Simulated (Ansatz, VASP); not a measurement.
One calculation of Rb, two programs

```
Rb
1.0
    -2.83590    2.83590    2.83590
     2.83590   -2.83590    2.83590
     2.83590    2.83590   -2.83590
Rb
1
Direct
  0.00000 0.00000 0.00000
```

Alike in both runs: task single point; functional PBE; k mesh 8 × 8 × 8; no spin polarisation.

```csv
,VASP,Ansatz
version,VASP 6.6.1,Ansatz 0.2.0
potentials or method,"VASP PAW PBE potentials, release 64 (Rb_sv), cutoff 520 eV","plane waves (420 eV) with PAW, scalar-relativistic"
occupations,"methfessel-paxton of order 1, width 0.2 eV","cold, width 0.2 eV"
valence electrons in the cell,9,9
```

|  | VASP | Ansatz | Ansatz less VASP |
| --- | --- | --- | --- |
| pressure (GPa) | 0.0 | 0.0 | 0.00 |
